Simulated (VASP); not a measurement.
# Cu (Fm-3m) in VASP: single point with LDA

Aim: the single point of Cu with LDA.

All numbers are computed with VASP 6.6.1; they aren't measurements. Logs are shortened: lines on timing, memory, paths and dates and some standing lists are left out, and cuts for length are marked.

### Step 1. The cell of the first run

It takes space group Fm-3m (No. 225, cubic). The conventional cell has a = 3.525 Å, b = 3.525 Å, c = 3.525 Å, α = 90.00°, β = 90.00°, γ = 90.00°. Cu (site symmetry m-3m) has 12 Cu at 2.49 Å within 3.3 Å.

### Step 2. Single point, LDA

Contents of INCAR:

```
SYSTEM = Cu
PREC     = Accurate       ! precision mode
ENCUT    = 820            ! plane-wave cutoff, eV
EDIFF    = 1E-6           ! SCF threshold, eV
ISMEAR   = 0              ! smearing method
SIGMA    = 0.05           ! smearing width, eV
LREAL    = .False.        ! projectors in reciprocal space
LASPH    = .True.         ! aspherical terms in the spheres
NELM     = 120            ! most SCF steps
ALGO     = Normal         ! electronic algorithm
ISIF     = 2              ! what is computed and relaxed
LWAVE    = .False.        ! write WAVECAR
LCHARG   = .True.         ! write CHGCAR
LELF     = .True.         ! ELF
LVHAR    = .True.       
NBANDS   = 16             ! bands
GGA_COMPAT= .False.
```

Contents of KPOINTS:

```
regular mesh
0
Gamma
  8 8 8
  0 0 0
```

Contents of POSCAR:

```
Cu
1.0
    0.0000000000      1.7624189836      1.7624189836
    1.7624189836      0.0000000000      1.7624189836
    1.7624189836      1.7624189836      0.0000000000
Cu
1
Direct
    0.0000000000      0.0000000000      0.0000000000
```

Potentials or basis: VASP PAW LDA potentials, release 64 (Cu_sv_GW).

Started as:

```bash
cat potpaw_LDA.64/Cu_sv_GW/POTCAR > POTCAR
mpirun -np 1 vasp_std > vasp.out
```

OUTCAR:

```text
SYSTEM = Cu
   PREC = Accurate
   ENCUT = 820
   EDIFF = 1E-6
   ISMEAR = 0
   LREAL = .False.
   LASPH = .True.
   NELM = 120
   ISIF = 2

 ion  position               nearest neighbor table
   1  0.000  0.000  0.000-

  LATTYP: Found a face centered cubic cell.
 ALAT       =     3.5248379672

  Lattice vectors:

 A1 = (   0.0000000000,   1.7624189836,   1.7624189836)
 A2 = (   1.7624189836,   0.0000000000,   1.7624189836)
 A3 = (   1.7624189836,   1.7624189836,   0.0000000000)

Analysis of symmetry for initial positions (statically):
=====================================================================
 Subroutine PRICEL returns:
 Original cell was already a primitive cell.

 Routine SETGRP: Setting up the symmetry group for a
 face centered cubic supercell.

 Subroutine GETGRP returns: Found 48 space group operations
 (whereof 48 operations were pure point group operations)
 out of a pool of 48 trial point group operations.

The static configuration has the point symmetry O_h .

Analysis of symmetry for dynamics (positions and initial velocities):
=====================================================================
 Subroutine PRICEL returns:
 Original cell was already a primitive cell.

 Routine SETGRP: Setting up the symmetry group for a
 face centered cubic supercell.

 Subroutine GETGRP returns: Found 48 space group operations
 (whereof 48 operations were pure point group operations)
 out of a pool of 48 trial point group operations.

The dynamic configuration has the point symmetry O_h .

 Subroutine INISYM returns: Found 48 space group operations
 (whereof 48 operations are pure point group operations),
 and found     1 'primitive' translations

----------------------------------------------------------------------------------------

                                     Primitive cell

  volume of cell :      10.9486

  direct lattice vectors                    reciprocal lattice vectors
     0.000000000  1.762418984  1.762418984    -0.283700984  0.283700984  0.283700984
     1.762418984  0.000000000  1.762418984     0.283700984 -0.283700984  0.283700984
     1.762418984  1.762418984  0.000000000     0.283700984  0.283700984 -0.283700984

  length of vectors
     2.492436829  2.492436829  2.492436829     0.491384519  0.491384519  0.491384519

  position of ions in fractional coordinates (direct lattice)
     0.000000000  0.000000000  0.000000000

  ion indices of the primitive-cell ions
   primitive index   ion index
                 1           1

----------------------------------------------------------------------------------------

 KPOINTS: regular mesh

Automatic generation of k-mesh.
 Grid dimensions read from file:
 generate k-points for:    8    8    8

 Generating k-lattice:

  Cartesian coordinates                     Fractional coordinates (reciprocal lattice)
    -0.035462623  0.035462623  0.035462623     0.125000000  0.000000000  0.000000000
     0.035462623 -0.035462623  0.035462623     0.000000000  0.125000000  0.000000000
     0.035462623  0.035462623 -0.035462623     0.000000000  0.000000000  0.125000000

  Length of vectors
     0.061423065  0.061423065  0.061423065

  Shift w.r.t. Gamma in fractional coordinates (k-lattice)
     0.000000000  0.000000000  0.000000000

 Subroutine IBZKPT returns following result:
 ===========================================

 Found     29 irreducible k-points:

 Following reciprocal coordinates:
            Coordinates               Weight
  0.000000  0.000000  0.000000      1.000000
  0.125000  0.000000  0.000000      8.000000
  0.250000  0.000000  0.000000      8.000000
  0.375000  0.000000  0.000000      8.000000
  0.500000  0.000000  0.000000      4.000000
  0.125000  0.125000  0.000000      6.000000
[... 16 lines left out ...]
  0.500000  0.250000  0.125000     48.000000
 -0.375000  0.250000  0.125000     24.000000
 [... further k-points ...]
   k-points           NKPTS =     29   k-points in BZ     NKDIM =     29   number of bands    NBANDS=     16
   number of dos      NEDOS =    301   number of ions     NIONS =      1
   total plane-waves  NPLWV =  13824
   dimension x,y,z NGX =    24 NGY =   24 NGZ =   24
   dimension x,y,z NGXF=    48 NGYF=   48 NGZF=   48
   ions per type =               1
   NGX,Y,Z   is equivalent  to a cutoff of  16.01, 16.01, 16.01 a.u.
   NGXF,Y,Z  is equivalent  to a cutoff of  32.02, 32.02, 32.02 a.u.
 SYSTEM =  Cu
   PREC   = accura    normal or accurate (medium, high low for compatibility)
   ISTART =      0    job   : 0-new  1-cont  2-samecut
   ICHARG =      2    charge: 1-file 2-atom 10-const
   ISPIN  =      1    spin polarized calculation?
   LNONCOLLINEAR =      F non collinear calculations
   LSORBIT =      F    spin-orbit coupling
   LASPH  =      T    aspherical Exc in radial PAW
   ENCUT  =  820.0 eV  60.27 Ry    7.76 a.u.   5.82  5.82  5.82*2*pi/ulx,y,z
   NELM   =    120;   NELMIN=  2; NELMDL= -5     # of ELM steps
   EDIFF  = 0.1E-05   stopping-criterion for ELM
   LREAL  =      F    real-space projection
   EDIFFG = 0.1E-04   stopping-criterion for IOM
   NSW    =      0    number of steps for IOM
   IBRION =     -1    ionic relax: 0-MD 1-quasi-New 2-CG
   NFREE  =      0    steps in history (QN), initial steepest desc. (CG)
   ISIF   =      2    stress and relaxation
   ISYM   =      2    0-nonsym 1-usesym 2-fastsym
   POTIM  = 0.5000    time-step for ionic-motion
   TEBEG  =    0.0;   TEEND  =   0.0 temperature during run
   PSTRESS=    0.0 pullay stress
   NELECT =      19.0000    total number of electrons
   NUPDOWN=      -1.0000    fix difference up-down
   EMIN   =  10.00;   EMAX   =-10.00  energy-range for DOS
   EFERMI =   0.00;   METHOD = LEGACY
   ISMEAR =     0;   SIGMA  =   0.05  broadening in eV -4-tet -1-fermi 0-gaus
   EFERMI_NEDOS =   21; number of points for ismear=-14 and -15
   IALGO  =     38    algorithm
   IMIX   =      4    mixing-type and parameters
     AMIX     =   0.40;   BMIX     =  1.00
     AMIX_MAG =   1.60;   BMIX_MAG =  1.00
  volume/ion in A,a.u.               =      10.95        73.88
  Fermi-wavevector in a.u.,A,eV,Ry     =   1.967313  3.717683 52.658925  3.870322
  Thomas-Fermi vector in A             =   2.990823
   LORBIT       =      0    0 simple, 1 ext, 2 COOP (PROOUT), +10 PAW based schemes
   GGA     = CA    functional components
   LHFCALC =     F    Hartree Fock is set to
   AEXX    =    0.0000 exact exchange contribution
   IVDW    =     0    specifies the selected vdW correction
   LEPSILON=     F    determine dielectric tensor
   LRPA    =     F    only Hartree local field effects (RPA)
 non-spin polarized calculation
 Gauss-broadening in eV      SIGMA  =   0.05
  energy-cutoff  :      820.00
  volume of cell :       10.95
 maximum number of plane-waves:       604
   NGX = 11   NGY = 11   NGZ = 11

 number of electron      18.9999996 magnetization

 Free energy of the ion-electron system (eV)
  ---------------------------------------------------
  ext. energy  EPLUGINS =         0.00000000
  ---------------------------------------------------
  free energy    TOTEN  =        -4.82346263 eV

  energy without entropy =       -4.82194585  energy(sigma->0) =       -4.82270424

 E-fermi :   8.0970     XC(G=0): -14.3203

 val. band max:        8.0597415993   @ k =   0.5000   0.2500   0.1250
 cond. band min:       8.2639483433   @ k =   0.5000   0.1250   0.0000
 fundamental gap:      0.2042067440
 Fermi energy:         8.0970227423

 k-point     1 :       0.0000    0.0000    0.0000
  band No.  band energies     occupation
      1    -103.5098      2.00000
      2     -61.3876      2.00000
      3     -61.3876      2.00000
      4     -61.3876      2.00000
      5      -1.8354      2.00000
      6       4.8826      2.00000
[... 8 lines left out ...]
     15      37.0319      0.00000
     16      37.0319      0.00000

 k-point     2 :       0.1250    0.0000    0.0000
  band No.  band energies     occupation
      1    -103.5070      2.00000
      2     -61.4100      2.00000
      3     -61.3913      2.00000
      4     -61.3913      2.00000
      5      -1.2406      2.00000
      6       4.7553      2.00000
[... 8 lines left out ...]
     15      38.9448      0.00000
     16      38.9651      0.00000

 k-point     3 :       0.2500    0.0000    0.0000
  band No.  band energies     occupation
      1    -103.4995      2.00000
      2     -61.4630      2.00000
      3     -61.3992      2.00000
      4     -61.3992      2.00000
      5       0.3934      2.00000
      6       4.5862      2.00000
[... 8 lines left out ...]
     15      37.8306      0.00000
     16      37.8306      0.00000

 k-point     4 :       0.3750    0.0000    0.0000
  band No.  band energies     occupation
      1    -103.4921      2.00000
      2     -61.5162      2.00000
      3     -61.4072      2.00000
      4     -61.4072      2.00000
      5       2.1422      2.00000
      6       4.9274      2.00000
[... 8 lines left out ...]
     15      35.2712      0.00000
     16      35.2712      0.00000
[... 324 lines left out ...]
 k-point    22 :       0.3750    0.2500    0.1250
  band No.  band energies     occupation
      1    -103.4939      2.00000
      2     -61.4765      2.00000
      3     -61.4268      2.00000
      4     -61.4088      2.00000
      5       1.6791      2.00000
      6       4.1506      2.00000
[... 8 lines left out ...]
     15      35.2268      0.00000
     16      39.7933      0.00000

 k-point    23 :       0.5000    0.2500    0.1250
  band No.  band energies     occupation
      1    -103.4877      2.00000
      2     -61.5052      2.00000
      3     -61.4435      2.00000
      4     -61.4179      2.00000
      5       3.1079      2.00000
      6       4.2098      2.00000
[... 8 lines left out ...]
     15      36.7341      0.00000
     16      40.8134      0.00000

 k-point    24 :      -0.3750    0.2500    0.1250
  band No.  band energies     occupation
      1    -103.4851      2.00000
      2     -61.5173      2.00000
      3     -61.4487      2.00000
      4     -61.4229      2.00000
      5       3.4292      2.00000
      6       4.2037      2.00000
[... 8 lines left out ...]
     15      36.6334      0.00000
     16      44.2437      0.00000

 [... further k-points ...]

------------------------ aborting loop because EDIFF is reached ----------------------------------------

  FORCE on cell =-STRESS in cart. coord.  units (eV):
  Direction    XX          YY          ZZ          XY          YZ          ZX
  --------------------------------------------------------------------------------------
  -------------------------------------------------------------------------------------
  Total       -0.0626767     -0.0626767     -0.0626767     -0.0000000     -0.0000000      0.0000000
  in kB       -9.1718986     -9.1718986     -9.1718986     -0.0000000     -0.0000000      0.0000000
  external PRESSURE =      -9.1718986 kB  Pullay stress =       0.0000000 kB

 VOLUME and BASIS-vectors are now :
 -----------------------------------------------------------------------------
  energy-cutoff  :      820.00
  volume of cell :       10.95
      direct lattice vectors                 reciprocal lattice vectors
     0.000000000  1.762418984  1.762418984    -0.283700984  0.283700984  0.283700984
     1.762418984  0.000000000  1.762418984     0.283700984 -0.283700984  0.283700984
     1.762418984  1.762418984  0.000000000     0.283700984  0.283700984 -0.283700984

 POSITION                                       TOTAL-FORCE (eV/Angst)
 -----------------------------------------------------------------------------------
      0.00000      0.00000      0.00000        -0.000000      0.000000      0.000000
 -----------------------------------------------------------------------------------
    total drift:                               -0.000000     -0.000000     -0.000000

  FREE ENERGIE OF THE ION-ELECTRON SYSTEM (eV)
  ---------------------------------------------------
  free  energy   TOTEN  =        -4.8234626316 eV

  energy  without entropy=       -4.8219458451  energy(sigma->0) =       -4.82270424
```

It took 8.5 s on 1 thread of Intel Xeon Platinum 8259CL at 2.50GHz (Skylake/Cascade Lake), shared host; peak memory 0.14 GiB.

What came out:

| Property | Result |
| --- | --- |
| Free energy | -4.8235 eV |
| Pressure | -0.9 GPa |
| Band gap on the k mesh | zero (an odd number of electrons rules out a gap without spin polarisation) |

Levels at points of the mesh, in eV from the Fermi level:
| k point | band 8 | band 9 | band 10 | band 11 | band 12 | band 13 |
| --- | --- | --- | --- | --- | --- | --- |
| (0.00, 0.00, 0.00) | -3.21 | -2.26 | -2.26 | 23.37 | 26.41 | 26.41 |
| (0.50, 0.00, 0.00) | -1.61 | -1.61 | -1.19 | 4.19 | 21.83 | 23.16 |
| (0.50, 0.50, 0.00) | -1.45 | -1.45 | 1.45 | 7.72 | 13.63 | 13.63 |

Caveat: the k points lie up to 0.39 Å⁻¹ apart, too coarse for converged energies and pressures of a metal.

The gap in the log of VASP goes by the Fermi energy; the results here count the filled bands.